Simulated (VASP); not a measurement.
Set up this calculation in VASP 6.6.1, as the native input.

```
Task                   : single point
Functional             : PBE
Potentials or basis    : VASP PAW PBE potentials, release 64 (Ge_d, S)
Cutoff                 : 520 eV
k mesh                 : 3 × 3 × 2, shifted
Occupations            : gaussian, width 0.02 eV
Spin                   : no spin polarisation
Dipole correction      : no
Further INCAR settings : LREAL = Auto; ALGO = Normal; EDIFF = 1e-07; NBANDS = 97
```

The structure of Ge8S9 (a cell with a defect) lies in POSCAR:

```
Ge8S9
1.0
    0.0000000000     -3.6648200634     -4.4582437440
    0.0000000000     -3.6648200634      4.4582437440
  -10.7854111416      0.0000000000      0.0000000000
Ge S
8 9
Direct
    0.1867381004      0.5632583394      0.1345289466
    0.7205827170      0.0293416865      0.1844409985
    0.8122732454      0.4441780729      0.8545479518
    0.3059959227      0.9377491784      0.8545614886
    0.7051159426      0.5631225846      0.4062415371
    0.1868230804      0.0448761532      0.4062527559
    0.3069027620      0.4431449764      0.6014383610
    0.8092792023      0.9408045369      0.6189888278
    0.1253188775      0.6246224436      0.3540498317
    0.6140992623      0.1357855759      0.3746044492
    0.8818884839      0.3769479447      0.6256154644
    0.3731914723      0.8681731572      0.6256146299
    0.1157508431      0.1258803924      0.1737594400
    0.6240717542      0.6341651907      0.1737291213
    0.8581326800      0.8919679768      0.8348150925
    0.3802083433      0.3698145644      0.8171789544
    0.5593684779      1.1904961509      1.0378714221
```

The input as run:

INCAR

```
SYSTEM = Ge8S9
PREC     = Accurate       ! precision mode
ENCUT    = 520            ! plane-wave cutoff, eV
EDIFF    = 1E-7           ! SCF threshold, eV
ISMEAR   = 0              ! smearing method
SIGMA    = 0.02           ! smearing width, eV
LREAL    = Auto         
LASPH    = .TRUE.         ! aspherical terms in the spheres
NELM     = 80             ! most SCF steps
ALGO     = Normal         ! electronic algorithm
ISIF     = 2              ! what is computed and relaxed
LWAVE    = .FALSE.        ! write WAVECAR
LCHARG   = .FALSE.        ! write CHGCAR
GGA      = PE             ! functional
NBANDS   = 97             ! bands
```

KPOINTS

```
Automatic mesh
0
Gamma
  3 3 2
  0 0 0.5
```

Potentials or basis: VASP PAW PBE potentials, release 64 (Ge_d, S).

The run is started by

```sh
$ cat potpaw_PBE.64/Ge_d/POTCAR potpaw_PBE.64/S/POTCAR > POTCAR
$ mpirun -np 1 vasp_std > vasp.out
```

It gave:

```
Pressure               : 3.5 GPa
Largest force          : 0.056 eV/Å
Band gap on the k mesh : 1.22 eV
```

Run time: 17 min on 1 thread of Oxide Virtual Turin-like Processor, on a shared host, peak memory 0.49 GiB.
